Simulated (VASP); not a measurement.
# Na2S (Fm-3m) in VASP: a series of runs

Runs on Na2S. Level: PBE+D3(BJ). Tasks: phonons, elastic constants.

All numbers are computed with VASP 6.6.1; they aren't measurements. Logs are shortened: lines on timing, memory, paths and dates and some standing lists are left out, and cuts for length are marked.

### 1 The cell of the first run

It takes space group Fm-3m (No. 225, cubic). The conventional cell has a = 6.442 Å, b = 6.442 Å, c = 6.442 Å, α = 90.00°, β = 90.00°, γ = 90.00°. S (site symmetry m-3m) has 8 Na at 2.79 Å within 3.7 Å. Na (site symmetry -43m) has 4 S at 2.79 Å and 6 Na at 3.22 Å within 3.7 Å.

### 2 Phonons, PBE+D3(BJ)

Input file INCAR:

```
SYSTEM = Na2S
PREC     = Accurate       ! precision mode
ENCUT    = 500            ! plane-wave cutoff, eV
EDIFF    = 1E-8           ! SCF threshold, eV
ISMEAR   = 0              ! smearing method
SIGMA    = 0.01           ! smearing width, eV
LREAL    = .False.        ! projectors in reciprocal space
LASPH    = .True.         ! aspherical terms in the spheres
NELM     = 120            ! most SCF steps
ALGO     = Normal         ! electronic algorithm
ISIF     = 2              ! what is computed and relaxed
LWAVE    = .False.        ! write WAVECAR
LCHARG   = .False.        ! write CHGCAR
GGA      = PE             ! functional
IVDW     = 12             ! dispersion correction
NBANDS   = 17             ! bands
IBRION   = 6              ! ionic algorithm
NFREE    = 2            
POTIM    = 0.015          ! step
NSW      = 1              ! ionic steps
GGA_COMPAT= .False.
```

Input file KPOINTS:

```
regular mesh
0
Gamma
  6 6 6
  0 0 0
```

Input file POSCAR:

```
Na2S
1.0
    0.0000000000      3.2212000000      3.2212000000
    3.2212000000      0.0000000000      3.2212000000
    3.2212000000      3.2212000000      0.0000000000
S Na
1 2
Direct
    0.0000000000      0.0000000000      0.0000000000
    0.2500000000      0.2500000000      0.2500000000
    0.7500000000      0.7500000000      0.7500000000
```

Potentials or basis: VASP PAW PBE potentials, release 64 (S, Na_pv).

Started as:

```
$ cat potpaw_PBE.64/S/POTCAR potpaw_PBE.64/Na_pv/POTCAR > POTCAR
$ mpirun -np 1 vasp_std > vasp.out
```

OUTCAR:

```text
SYSTEM = Na2S
   PREC = Accurate
   ENCUT = 500
   EDIFF = 1E-8
   ISMEAR = 0
   LREAL = .False.
   LASPH = .True.
   NELM = 120
   ISIF = 2
   GGA = PE
   IVDW = 12
   IBRION = 6
   NFREE = 2
   POTIM = 0.015
   NSW = 1
 IVDW          = 12

 ion  position               nearest neighbor table
   1  0.000  0.000  0.000-   2 2.79   3 2.79   3 2.79   3 2.79   3 2.79   2 2.79   2 2.79   2 2.79

   2  0.250  0.250  0.250-   1 2.79   1 2.79   1 2.79   1 2.79
   3  0.750  0.750  0.750-   1 2.79   1 2.79   1 2.79   1 2.79

  LATTYP: Found a face centered cubic cell.
 ALAT       =     6.4424000000

  Lattice vectors:

 A1 = (   0.0000000000,   3.2212000000,   3.2212000000)
 A2 = (   3.2212000000,   0.0000000000,   3.2212000000)
 A3 = (   3.2212000000,   3.2212000000,   0.0000000000)

Analysis of symmetry for initial positions (statically):
=====================================================================
 Subroutine PRICEL returns:
 Original cell was already a primitive cell.

 Routine SETGRP: Setting up the symmetry group for a
 face centered cubic supercell.

 Subroutine GETGRP returns: Found 48 space group operations
 (whereof 48 operations were pure point group operations)
 out of a pool of 48 trial point group operations.

The static configuration has the point symmetry O_h .

Analysis of symmetry for dynamics (positions and initial velocities):
=====================================================================
 Subroutine PRICEL returns:
 Original cell was already a primitive cell.

 Routine SETGRP: Setting up the symmetry group for a
 face centered cubic supercell.

 Subroutine GETGRP returns: Found 48 space group operations
 (whereof 48 operations were pure point group operations)
 out of a pool of 48 trial point group operations.

The dynamic configuration has the point symmetry O_h .

 Subroutine INISYM returns: Found 48 space group operations
 (whereof 48 operations are pure point group operations),
 and found     1 'primitive' translations

----------------------------------------------------------------------------------------

                                     Primitive cell
[... 119 lines left out ...]
  volume of cell :       66.85
 maximum number of plane-waves:      1714
 NGX is ok and might be reduce to    36
   NGX = 17   NGY = 17   NGZ = 17

--------------------------------------- Ionic step        1  -------------------------------------------

 number of electron      19.9999992 magnetization

 Free energy of the ion-electron system (eV)
  ---------------------------------------------------
  ext. energy  EPLUGINS =         0.00000000
  ---------------------------------------------------
  free energy    TOTEN  =        -9.95308260 eV

  energy without entropy =       -9.95308260  energy(sigma->0) =       -9.95308260

------------------------ aborting loop because EDIFF is reached ----------------------------------------

 Edisp (eV)   -0.73964

 E8    (eV) :    -0.3275
[... 155 lines left out ...]
--------------------------------------- Ionic step        5  -------------------------------------------

 number of electron      19.9999994 magnetization

 Free energy of the ion-electron system (eV)
  ---------------------------------------------------
  ext. energy  EPLUGINS =         0.00000000
  ---------------------------------------------------
  free energy    TOTEN  =        -9.95280085 eV

  energy without entropy =       -9.95280085  energy(sigma->0) =       -9.95280085

 E-fermi :   0.5001     XC(G=0):  -7.9946

 val. band max:        0.3932873606   @ k =   0.0000   0.0000   0.0000
 cond. band min:       3.0266619673   @ k =   0.0000   0.0000   0.0000
 fundamental gap:      2.6333746067
 Fermi energy:         0.5001476245

 k-point     1 :       0.0000    0.0000    0.0000
  band No.  band energies     occupation
      1     -21.7607      2.00000
      2     -21.7603      2.00000
      3     -21.7596      2.00000
      4     -21.6988      2.00000
      5     -21.6983      2.00000
      6     -21.6978      2.00000
[... 457 lines left out ...]
      4     -21.7130      2.00000
      5     -21.7092      2.00000
      6     -21.7063      2.00000
[... 9 lines left out ...]
     16      11.9993      0.00000
     17      12.6397      0.00000

 [... further k-points ...]

------------------------ aborting loop because EDIFF is reached ----------------------------------------

 Edisp (eV)   -0.73964

 E8    (eV) :    -0.3275
[... 26 lines left out ...]
  FREE ENERGIE OF THE ION-ELECTRON SYSTEM (eV)
  ---------------------------------------------------
  free  energy   TOTEN  =       -10.6924375896 eV

  energy  without entropy=      -10.6924375896  energy(sigma->0) =      -10.69243759

 INTERNAL STRAIN TENSORS FROM DISPLACED ATOMS
 ============================================

 INTERNAL STRAIN TENSOR FOR ION    1 for displacements in x,y,z  (eV/Angst):
          X           Y           Z          XY          YZ          ZX
  --------------------------------------------------------------------------------
  x     0.00000     0.00000     0.00000     0.00000     0.00000     0.00000
  y     0.00000     0.00000     0.00000     0.00000     0.00000     0.00000
  z     0.00000     0.00000     0.00000     0.00000     0.00000     0.00000

 INTERNAL STRAIN TENSOR FOR ION    3 for displacements in x,y,z  (eV/Angst):
          X           Y           Z          XY          YZ          ZX
  --------------------------------------------------------------------------------
  x     0.00000     0.00000     0.00000     0.00000     1.95300     0.00000
  y     0.00000     0.00000     0.00000     0.00000     0.00000     1.95300
  z     0.00000     0.00000     0.00000     1.95300     0.00000     0.00000

 Eigenvectors and eigenvalues of the dynamical matrix
 ----------------------------------------------------

   1 f  =    6.634920 THz    41.688430 2PiTHz  221.317099 cm-1    27.439811 meV
             X         Y         Z           dx          dy          dz
      0.000000  0.000000  0.000000    -0.217256    0.366383    0.639817
      1.610600  1.610600  1.610600     0.127850   -0.215609   -0.376518
      4.831800  4.831800  4.831800     0.127850   -0.215609   -0.376518
[... 43 lines left out ...]
   9 f/i=    0.011217 THz     0.070481 2PiTHz    0.374171 cm-1     0.046391 meV
             X         Y         Z           dx          dy          dz
      0.000000  0.000000  0.000000    -0.007889   -0.031331   -0.638869
      1.610600  1.610600  1.610600    -0.006703   -0.026621   -0.542815
      4.831800  4.831800  4.831800    -0.006703   -0.026621   -0.542815

 ELASTIC MODULI CONTR FROM IONIC RELAXATION (kBar)
 Direction    XX          YY          ZZ          XY          YZ          ZX
 --------------------------------------------------------------------------------
 XX          -0.0000      0.0000     -0.0000     -0.0000     -0.0000      0.0000
 YY           0.0000     -0.0000      0.0000      0.0000      0.0000     -0.0000
 ZZ           0.0000      0.0000     -0.0000     -0.0000      0.0000      0.0000
 XY           0.0000      0.0000     -0.0000    -55.3555      0.0000      0.0000
 YZ          -0.0000      0.0000     -0.0000     -0.0000    -55.3555      0.0000
 ZX           0.0000     -0.0000      0.0000      0.0000      0.0000    -55.3555
 --------------------------------------------------------------------------------
```

stdout:

```text
POSCAR found type information on POSCAR S Na
 POSCAR found :  2 types and       3 ions
 scaLAPACK will be used
 LDA part: xc-table for (Slater+PW92), standard interpolation
 POSCAR, INCAR and KPOINTS ok, starting setup
 FFT: planning ... GRIDC
 FFT: planning ... GRID_SOFT
 FFT: planning ... GRID
 WAVECAR not read
 entering main loop
 Found     2 degrees of freedom:
 Finite differences POTIM= 0.01500 DOF=   2
 bond charge predicted
 Finite differences progress:
 bond charge predicted
 Finite differences progress:
 bond charge predicted
 Finite differences progress:
 bond charge predicted
 Finite differences progress:
```

It took 2.4 min on 1 thread of Intel Xeon Platinum 8488C (Sapphire Rapids), shared host; peak memory 0.24 GiB.

Results:

```
Highest phonon frequency at Γ, LO-TO splitting left out : 221 cm⁻¹
Dispersion energy per atom                              : -0.247 eV
```

Phonon frequencies in cm⁻¹ (negative: imaginary):
```tsv
q point	frequencies
(0.000, 0.000, 0.000)	0 0 0 198 198 198 221 221 221
```

### 3 Elastic constants, PBE+D3(BJ)

Input file INCAR:

```
SYSTEM = Na2S
ALGO = Normal
EDIFF = 1E-8
ENCUT = 500
GGA = PE
GGA_COMPAT = .False.
IBRION = 6
ISIF = 3
ISMEAR = 0
IVDW = 12
LASPH = .True.
LCHARG = .True.
LREAL = .False.
LWAVE = .False.
NELM = 120
NFREE = 2
NSW = 1
POTIM = 0.015
PREC = Accurate
SIGMA = 0.01
```

Input file KPOINTS:

```
k-points
0
Gamma
  6 6 6
  0 0 0
```

POSCAR is that of step 2.

Potentials or basis: VASP PAW PBE potentials, release 64 (S, Na_pv).

Started as:

```
$ cat potpaw_PBE.64/S/POTCAR potpaw_PBE.64/Na_pv/POTCAR > POTCAR
$ mpirun -np 1 vasp_std > vasp.out
```

OUTCAR:

```text
SYSTEM = Na2S
   EDIFF = 1E-8
   ENCUT = 500
   GGA = PE
   IBRION = 6
   ISIF = 3
   ISMEAR = 0
   IVDW = 12
   LASPH = .True.
   LREAL = .False.
   NELM = 120
   NFREE = 2
   NSW = 1
   POTIM = 0.015
   PREC = Accurate
 IVDW          = 12

 ion  position               nearest neighbor table
   1  0.000  0.000  0.000-   2 2.79   3 2.79   3 2.79   3 2.79   3 2.79   2 2.79   2 2.79   2 2.79

   2  0.250  0.250  0.250-   1 2.79   1 2.79   1 2.79   1 2.79
   3  0.750  0.750  0.750-   1 2.79   1 2.79   1 2.79   1 2.79

  LATTYP: Found a face centered cubic cell.
 ALAT       =     6.4424000000

  Lattice vectors:

[... 860 lines left out ...]
  x     0.00000     0.00000     0.00000     0.00000     0.00000     0.00000
  y     0.00000     0.00000     0.00000     0.00000     0.00000     0.00000
  z     0.00000     0.00000     0.00000     0.00000     0.00000     0.00000

 INTERNAL STRAIN TENSOR FOR ION    3 for displacements in x,y,z  (eV/Angst):
          X           Y           Z          XY          YZ          ZX
  --------------------------------------------------------------------------------
  x     0.00000    -0.00000    -0.00000     0.00000     1.95037     0.00000
  y     0.00000     0.00000     0.00000     0.00000     0.00000     1.95037
  z     0.00000     0.00000     0.00000     1.95037     0.00000     0.00000

 Eigenvectors and eigenvalues of the dynamical matrix
 ----------------------------------------------------

   1 f  =    6.636137 THz    41.696081 2PiTHz  221.357716 cm-1    27.444847 meV
             X         Y         Z           dx          dy          dz
      0.000000  0.000000  0.000000     0.335892   -0.684483    0.097359
      1.610600  1.610600  1.610600    -0.197658    0.402789   -0.057292
      4.831800  4.831800  4.831800    -0.197658    0.402789   -0.057292
[... 43 lines left out ...]
   9 f/i=    0.011330 THz     0.071190 2PiTHz    0.377939 cm-1     0.046858 meV
             X         Y         Z           dx          dy          dz
      0.000000  0.000000  0.000000     0.493066    0.407434   -0.008011
      1.610600  1.610600  1.610600     0.418947    0.346188   -0.006807
      4.831800  4.831800  4.831800     0.418947    0.346188   -0.006807

--------------------------------------------------------------------------------------------------------

 ELASTIC MODULI CONTR FROM IONIC RELAXATION (kBar)
 Direction    XX          YY          ZZ          XY          YZ          ZX
 --------------------------------------------------------------------------------
 XX          -0.0000      0.0000     -0.0000      0.0000     -0.0000     -0.0000
 YY           0.0000     -0.0000     -0.0000      0.0000      0.0000      0.0000
 ZZ          -0.0000     -0.0000     -0.0000      0.0000      0.0000     -0.0000
 XY          -0.0000      0.0000      0.0000    -55.1906     -0.0000     -0.0000
 YZ          -0.0000      0.0000      0.0000     -0.0000    -55.1906     -0.0000
 ZX          -0.0000      0.0000     -0.0000      0.0000     -0.0000    -55.1906
 --------------------------------------------------------------------------------

 TOTAL ELASTIC MODULI (kBar)
 Direction    XX          YY          ZZ          XY          YZ          ZX
 --------------------------------------------------------------------------------
 XX         584.2043    194.1233    194.1233     -0.0000     -0.0000     -0.0000
 YY         194.1233    584.2043    194.1233     -0.0000      0.0000     -0.0000
 ZZ         194.1233    194.1233    584.2043      0.0000      0.0000     -0.0000
 XY          -0.0000     -0.0000      0.0000    193.7180     -0.0000     -0.0000
 YZ          -0.0000      0.0000      0.0000     -0.0000    193.7180     -0.0000
 ZX          -0.0000     -0.0000     -0.0000      0.0000     -0.0000    193.7180
 --------------------------------------------------------------------------------
```

OSZICAR:

```text
N       E                     dE             d eps       ncg     rms          rms(c)
DAV:   1     0.149099785315E+03    0.14910E+03   -0.10403E+04   448   0.146E+03
DAV:   2     0.121823222506E+01   -0.14788E+03   -0.14456E+03   478   0.369E+02
DAV:   3    -0.105505345712E+02   -0.11769E+02   -0.11712E+02   556   0.101E+02
[... 216 lines left out ...]
DAV:   3    -0.995279582846E+01   -0.85812E-04   -0.87173E-04  1690   0.258E-01    0.145E-02
DAV:   4    -0.995279975254E+01   -0.39241E-05   -0.36618E-05  1676   0.868E-02    0.601E-03
DAV:   5    -0.995280066416E+01   -0.91162E-06   -0.35653E-06  1870   0.313E-02    0.242E-03
DAV:   6    -0.995280085854E+01   -0.19438E-06   -0.50778E-07  1432   0.105E-02    0.822E-04
DAV:   7    -0.995280084785E+01    0.10698E-07   -0.14036E-08  1304   0.219E-03    0.294E-04
DAV:   8    -0.995280085097E+01   -0.31241E-08   -0.11197E-08  1046   0.273E-03
  17 F= -.10692438E+02 E0= -.10692438E+02  d E =-.136805E-68
```

stdout:

```text
POSCAR found type information on POSCAR S Na
 POSCAR found :  2 types and       3 ions
 scaLAPACK will be used
 LDA part: xc-table for (Slater+PW92), standard interpolation
 POSCAR, INCAR and KPOINTS ok, starting setup
 FFT: planning ... GRIDC
 FFT: planning ... GRID_SOFT
 FFT: planning ... GRID
 WAVECAR not read
 entering main loop
 Found     2 degrees of freedom:
 Adding 6 more for cell shape distortion
 Finite differences POTIM= 0.01500 DOF=   8
 bond charge predicted
 Finite differences progress:
 bond charge predicted
 Finite differences progress:
 bond charge predicted
 Finite differences progress:
 bond charge predicted
 Finite differences progress:
 bond charge predicted
 Finite differences progress:
 bond charge predicted
 Finite differences progress:
 bond charge predicted
 Finite differences progress:
 bond charge predicted
 Finite differences progress:
 bond charge predicted
 Finite differences progress:
 bond charge predicted
 Finite differences progress:
 bond charge predicted
 Finite differences progress:
 bond charge predicted
 Finite differences progress:
 bond charge predicted
 Finite differences progress:
 bond charge predicted
 Finite differences progress:
 bond charge predicted
 Finite differences progress:
 bond charge predicted
 Finite differences progress:
```

It took 8.6 min on 1 thread of Intel Xeon Platinum 8488C (Sapphire Rapids), shared host; peak memory 0.26 GiB.

Results:

```yaml
Elastic_constants_C11_C12_C44: 58, 19, 19 GPa
Voigt_bulk_modulus: 32 GPa
Highest_phonon_frequency_at_Γ_LO-TO_splitting_left_out: 221 cm⁻¹
Dispersion_energy_per_atom: -0.247 eV
```

Phonon frequencies in cm⁻¹ (negative: imaginary):
| q point | frequencies |
| --- | --- |
| (0.000, 0.000, 0.000) | 0 0 0 198 198 198 221 221 221 |

Elastic tensor in Voigt notation (GPa, in the Cartesian axes of the cell as first typed):
```
58 19 19  0  0  0
19 58 19  0  0  0
19 19 58  0  0  0
 0  0  0 19  0  0
 0  0  0  0 19  0
 0  0  0  0  0 19
```

Clamped-ion elastic tensor (GPa):
```
58 19 19  0  0  0
19 58 19  0  0  0
19 19 58  0  0  0
 0  0  0 25  0  0
 0  0  0  0 25  0
 0  0  0  0  0 25
```
